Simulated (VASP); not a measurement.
# ZnS (zincblende type) (F-43m) in VASP: a series of runs, part 2 of 2

VASP 6.6.1.

### 5 Relaxation of cell and atoms, PBE, target pressure 120 GPa, at which the enthalpy is minimised

The input, INCAR:

```
SYSTEM = ZnS
PREC     = Accurate       ! precision mode
ENCUT    = 600            ! plane-wave cutoff, eV
EDIFF    = 1E-6           ! SCF threshold, eV
ISMEAR   = -1             ! smearing method
SIGMA    = 0.08           ! smearing width, eV
LREAL    = .FALSE.        ! projectors in reciprocal space
LASPH    = .TRUE.         ! aspherical terms in the spheres
NELM     = 100            ! most SCF steps
ALGO     = Normal         ! electronic algorithm
ISIF     = 3              ! what is computed and relaxed
LWAVE    = .FALSE.        ! write WAVECAR
LCHARG   = .FALSE.        ! write CHGCAR
GGA      = PE             ! functional
IBRION   = 2              ! ionic algorithm
NSW      = 32             ! ionic steps
EDIFFG   = -0.005         ! ionic threshold
PSTRESS  = 1200.0
```

The input, KPOINTS:

```
regular mesh
0
G
  14 14 14
  0 0 0
```

The input, POSCAR:

```
ZnS
1.0
    0.0000000000      2.2792956593      2.2792956593
    2.2792956593      0.0000000000      2.2792956593
    2.2792956593      2.2792956593      0.0000000000
Zn S
1 1
Direct
    0.0000000000      0.0000000000      0.0000000000
    0.2500000000      0.2500000000      0.2500000000
```

Potentials or basis: VASP PAW PBE potentials, release 64 (Zn, S).

The run is started by

```bash
$ cat potpaw_PBE.64/Zn/POTCAR potpaw_PBE.64/S/POTCAR > POTCAR
$ mpirun -np 1 vasp_std > vasp.out
```

OUTCAR:

```text
SYSTEM = ZnS
   PREC = Accurate
   ENCUT = 600
   EDIFF = 1E-6
   ISMEAR = -1
   LREAL = .FALSE.
   LASPH = .TRUE.
   NELM = 100
   ISIF = 3
   GGA = PE
   IBRION = 2
   NSW = 32
   EDIFFG = -0.005
   PSTRESS = 1200.0

 ion  position               nearest neighbor table
   1  0.000  0.000  0.000-   2 1.97   2 1.97   2 1.97   2 1.97
   2  0.250  0.250  0.250-   1 1.97   1 1.97   1 1.97   1 1.97

  LATTYP: Found a face centered cubic cell.
 ALAT       =     4.5585913186

  Lattice vectors:

 A1 = (   0.0000000000,   2.2792956593,   2.2792956593)
 A2 = (   2.2792956593,   0.0000000000,   2.2792956593)
 A3 = (   2.2792956593,   2.2792956593,   0.0000000000)

Analysis of symmetry for initial positions (statically):
=====================================================================
 Subroutine PRICEL returns:
 Original cell was already a primitive cell.

 Routine SETGRP: Setting up the symmetry group for a
 face centered cubic supercell.

 Subroutine GETGRP returns: Found 24 space group operations
 (whereof 24 operations were pure point group operations)
 out of a pool of 48 trial point group operations.

The static configuration has the point symmetry T_d .

Analysis of symmetry for dynamics (positions and initial velocities):
=====================================================================
 Subroutine PRICEL returns:
 Original cell was already a primitive cell.

 Routine SETGRP: Setting up the symmetry group for a
 face centered cubic supercell.

 Subroutine GETGRP returns: Found 24 space group operations
 (whereof 24 operations were pure point group operations)
 out of a pool of 48 trial point group operations.

The dynamic configuration has the point symmetry T_d .

 Subroutine INISYM returns: Found 24 space group operations
 (whereof 24 operations are pure point group operations),
 and found     1 'primitive' translations

----------------------------------------------------------------------------------------

[... 132 lines left out ...]

 number of electron      18.0000010 magnetization

 Free energy of the ion-electron system (eV)
  ---------------------------------------------------
  ext. energy  EPLUGINS =         0.00000000
  ---------------------------------------------------
  free energy    TOTEN  =        -2.96123282 eV

  energy without entropy =       -2.96123267  energy(sigma->0) =       -2.96123274

------------------------ aborting loop because EDIFF is reached ----------------------------------------

  FORCE on cell =-STRESS in cart. coord.  units (eV):
  Direction    XX          YY          ZZ          XY          YZ          ZX
  --------------------------------------------------------------------------------------
  -------------------------------------------------------------------------------------
  Total       17.8275998     17.8275998     17.8275998      0.0000000      0.0000000      0.0000000
  in kB     1206.0671073   1206.0671073   1206.0671073      0.0000000      0.0000000      0.0000000
  external PRESSURE =       6.0671073 kB  Pullay stress =    1200.0000000 kB
[... 63 lines left out ...]
--------------------------------------- Ionic step        3  -------------------------------------------

 number of electron      18.0000010 magnetization

 Free energy of the ion-electron system (eV)
  ---------------------------------------------------
  ext. energy  EPLUGINS =         0.00000000
  ---------------------------------------------------
  free energy    TOTEN  =        -2.98300725 eV

  energy without entropy =       -2.98300710  energy(sigma->0) =       -2.98300717

 E-fermi :   9.4866     XC(G=0): -12.2458

 val. band max:        8.5687104952   @ k =   0.0000   0.0000   0.0000
 cond. band min:      10.3774247484   @ k =   0.5000   0.5000   0.0000
 fundamental gap:      1.8087142532
 Fermi energy:         9.4865625223

 k-point     1 :       0.0000    0.0000    0.0000
  band No.  band energies     occupation
      1      -9.6330      2.00000
      2      -1.4538      2.00000
      3      -1.4538      2.00000
      4      -1.4538      2.00000
      5      -0.2101      2.00000
      6      -0.2101      2.00000
      7       8.5687      1.99998
      8       8.5687      1.99998
      9       8.5687      1.99998
     10      13.1366      0.00000
     11      13.9214      0.00000
     12      13.9214      0.00000
     13      13.9214      0.00000
[... 354 lines left out ...]
  band No.  band energies     occupation
      1      -8.5389      2.00000
      2      -1.6880      2.00000
      3      -1.2188      2.00000
      4      -1.2026      2.00000
      5      -0.3220      2.00000
      6      -0.1181      2.00000
      7       4.3638      2.00000
      8       6.3841      2.00000
      9       6.7485      2.00000
     10      12.8423      0.00000
     11      14.7604      0.00000
     12      15.8232      0.00000
     13      16.4822      0.00000

 [... further k-points ...]

------------------------ aborting loop because EDIFF is reached ----------------------------------------

  FORCE on cell =-STRESS in cart. coord.  units (eV):
  Direction    XX          YY          ZZ          XY          YZ          ZX
  --------------------------------------------------------------------------------------
  -------------------------------------------------------------------------------------
  Total       17.7631722     17.7631722     17.7631722      0.0000000     -0.0000000      0.0000000
  in kB     1200.2388980   1200.2388980   1200.2388980      0.0000000     -0.0000000      0.0000000
  external PRESSURE =       0.2388980 kB  Pullay stress =    1200.0000000 kB
[... 21 lines left out ...]
  energy  without entropy=       -2.9830071007  energy(sigma->0) =       -2.98300717

  enthalpy is  TOTEN    =        14.7766293819 eV   P V=       17.7596366288

 reached required accuracy - stopping structural energy minimisation
```

OSZICAR:

```text
N       E                     dE             d eps       ncg     rms          rms(c)
DAV:   1     0.105104715393E+03    0.10510E+03   -0.10642E+04  2720   0.217E+03
[... 23 lines left out ...]
       N       E                     dE             d eps       ncg     rms          rms(c)
DAV:   1    -0.298841768464E+01    0.87241E-01   -0.56445E-02  3284   0.723E+00    0.547E-01
DAV:   2    -0.298376390166E+01    0.46538E-02   -0.15462E-02  3219   0.544E+00    0.267E-01
DAV:   3    -0.298319236012E+01    0.57154E-03   -0.64959E-04  3304   0.690E-01    0.138E-01
DAV:   4    -0.298301495872E+01    0.17740E-03   -0.32281E-04  3249   0.275E-01    0.561E-02
DAV:   5    -0.298301151483E+01    0.34439E-05   -0.14832E-05  2912   0.439E-02    0.444E-02
DAV:   6    -0.298300686313E+01    0.46517E-05   -0.11927E-05  4026   0.730E-02    0.444E-03
DAV:   7    -0.298300724695E+01   -0.38382E-06   -0.28815E-06  2259   0.173E-02
   3 F= 0.14776629E+02 E0= 0.14776629E+02  d E =-.560767E-04
```

It took 84 s on 1 thread of AMD EPYC 9R45 (Zen 5), shared host; peak memory 0.16 GiB.

Results:

```yaml
Free_energy: -2.9830 eV
Relaxed_volume: 11.86 Å³/atom
Relaxed_cell: a = 3.225 Å, b = 3.225 Å, c = 3.225 Å, α = 60.00°, β = 60.00°, γ = 60.00°
Space_group_after_relaxing_to_0.05_Å: F-43m (No. 216)
Energy_change_on_relaxing_the_enthalpy_is_what_falls: -10.9 meV/atom
Ionic_steps: 3
Pressure_after_relaxing: 120.0 GPa
Band_gap_on_the_k_mesh: 1.81 eV, indirect (least direct gap 4.57 eV)
```

Step by step:
```csv
step,energy change (eV),largest force (eV/Å),pressure (GPa),volume (Å³)
1,0.0000,0.0000,120.61,23.68
2,-0.1144,0.0000,117.49,23.84
3,-0.0218,0.0000,120.02,23.71
```

Final structure:
```yaml
crystal:
  lattice:
    - [0.00000, 2.28023, 2.28023]
    - [2.28023, 0.00000, 2.28023]
    - [2.28023, 2.28023, 0.00000]
  atoms:
    - { symbol: Zn, position: [0.00000, 0.00000, 0.00000] }
    - { symbol: S, position: [0.25000, 0.25000, 0.25000] }
```

Caveat: the cell is relaxed towards a set pressure, so the enthalpy falls and the energy may rise.

### 6 Summary

```csv
task,cell,cutoff (eV),gap on the mesh (eV),pressure (GPa)
single point,"a = 3.223 Å, angles 60.0°, 2 atoms",520,1.80,120.6
relaxation of cell and atoms,"relaxed to 120 GPa from a = 3.150 Å, angles 60.0°, 2 atoms",600,1.81,120.0
relaxation of cell and atoms,"relaxed to 120 GPa from a = 3.223 Å, angles 60.0°, 2 atoms",600,1.81,120.0
```

Alike in all rows: level PBE; potentials or basis VASP PAW PBE potentials, release 64 (Zn, S); no spin polarisation; k mesh 14 × 14 × 14; smearing fermi-dirac 0.08 eV.

Caveats: the cell is relaxed towards a set pressure, so the enthalpy falls and the energy may rise (some runs).

Total energies depend on the potentials used, so only differences within one code and one set of settings carry meaning.
